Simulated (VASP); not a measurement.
A run of VASP 6.6.1 is set up as follows.

INCAR

```
SYSTEM = GdB
PREC = Accurate
ENCUT = 520
EDIFF = 1E-6
ISMEAR = 0
SIGMA = 0.05
LREAL = .FALSE.
LASPH = .TRUE.
NELM = 150
ALGO = Normal
ISIF = 2
LWAVE = .FALSE.
LCHARG = .FALSE.
ISPIN = 2
MAGMOM = 7 -7 0 0
LORBIT = 11
LMAXMIX = 6
LDAU = .TRUE.
LDAUTYPE = 2
LDAUL = 3 -1
LDAUU = 6 0
LDAUJ = 0 0
LDAUPRINT = 1
GGA = PE
NBANDS = 33
```

Contents of KPOINTS:

```
Automatic mesh
0
G
  10 10 5
  0 0 0
```

Contents of POSCAR:

```
GdB
1.0
    0.0000000000      2.7100395359      2.7100395359
    5.4200790718      2.7100395359      2.7100395359
    5.4200790718      5.4200790718      0.0000000000
Gd B
2 2
Direct
    0.5000000000      0.5000000000      0.0000000000
    0.5000000000      0.5000000000      0.5000000000
    0.0000000000      0.0000000000      0.0000000000
    0.0000000000      0.0000000000      0.5000000000
```

Potentials or basis: VASP PAW PBE potentials, release 64 (Gd, B).

Command:

```bash
$ cat potpaw_PBE.64/Gd/POTCAR potpaw_PBE.64/B/POTCAR > POTCAR
$ mpirun -np 1 vasp_std > vasp.out
```

Question: Predict the net moment.

Answer: 0.00 μB per cell.

Question: What does it give for the site moments?

Answer: Gd +7.04, -7.04; B -0.10, +0.10 μB.

Question: Estimate the band gap on the k mesh.

Answer: Zero (filled and empty bands overlap).

Stress tensor (GPa, compression positive):
```
1.49 0.00 0.00
0.00 0.44 0.00
0.00 0.00 0.44
```

Caveat: the antiferromagnetic order is the one typed at the start, and another may lie lower; spin-orbit coupling is left out, which moves the levels of the heavy elements. The state reached can hang on the start; a lower one may exist.
